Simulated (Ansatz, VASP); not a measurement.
**Ta in VASP and in Ansatz**

The input POSCAR:

```
Ta
1.0
    3.3046647264      0.0000000000      0.0000000000
    0.0000000000      3.3046647264      0.0000000000
    0.0000000000      0.0000000000      3.3046647264
Ta
2
Direct
    0.0000000000      0.0000000000      0.0000000000
    0.5000000000      0.5000000000      0.5000000000
```

Contents of INCAR.step1:

```
SYSTEM = Ta
PREC = Accurate
ENCUT = 520
ISMEAR = 0
SIGMA = 0.1
LREAL = .False.
LASPH = .True.
NELM = 80
NBANDS = 18
GGA = PE
ALGO = Normal
EDIFF = 1E-4
LWAVE = .True.
LCHARG = .False.
```

INCAR.step2

```
SYSTEM = Ta
PREC = Accurate
ENCUT = 520
EDIFF = 1E-6
ISMEAR = 0
SIGMA = 0.1
LREAL = .False.
LASPH = .True.
NELM = 80
ALGO = Normal
ISIF = 2
LWAVE = .False.
LCHARG = .False.
METAGGA = R2SCAN
LMIXTAU = .True.
NBANDS = 18
ISTART = 1
```

The input KPOINTS:

```
Automatic mesh
0
Gamma
  16 16 16
  0 0 0
```

Input for Ansatz:

```yaml
crystal:
  lattice:
    - [3.3046647264, 0.0, 0.0]
    - [0.0, 3.3046647264, 0.0]
    - [0.0, 0.0, 3.3046647264]
  atoms:
    - { symbol: Ta, position: [0.0, 0.0, 0.0] }
    - { symbol: Ta, position: [0.5, 0.5, 0.5] }
basis:
  ecutwfc: 500
kpoints:
  mp_grid: { grid: [16, 16, 16] }
hamiltonian:
  xc: r2scan
scf:
  occupations: { method: gaussian, width: 0.1 }
output:
  forces: true
  stress: true
  eigenvalues: true
  write_density: true
  write_potential: true
  elf: true
  volumetric_format: npy
```

Alike in both runs: task single point; functional r2SCAN; k mesh 16 × 16 × 16; occupations gaussian, width 0.1 eV; no spin polarisation.

|  | VASP | Ansatz |
| --- | --- | --- |
| version | VASP 6.6.1 | Ansatz 0.2.0 |
| potentials or method | VASP PAW PBE potentials, release 64 (Ta_pv), cutoff 520 eV | scalar-relativistic, plane waves, PAW |
| valence electrons in the cell | 22 | 26 |

|  | VASP | Ansatz | Ansatz less VASP |
| --- | --- | --- | --- |
| gap on the k mesh at the Fermi level (eV) | none | none | - |
| pressure (GPa) | 0.8 | 0.2 | -0.63 |

VASP's potentials were made for PBE, not for r2SCAN. A gap of «none» marks a metal or a gap that the smearing closes. The functional is the same, so the differences come from potentials, cutoffs and numerics. VASP's potentials hold 22 valence electrons a cell and Ansatz's 26, so a difference there can come from the potentials and not from the codes.

Neither program's run includes spin-orbit coupling.
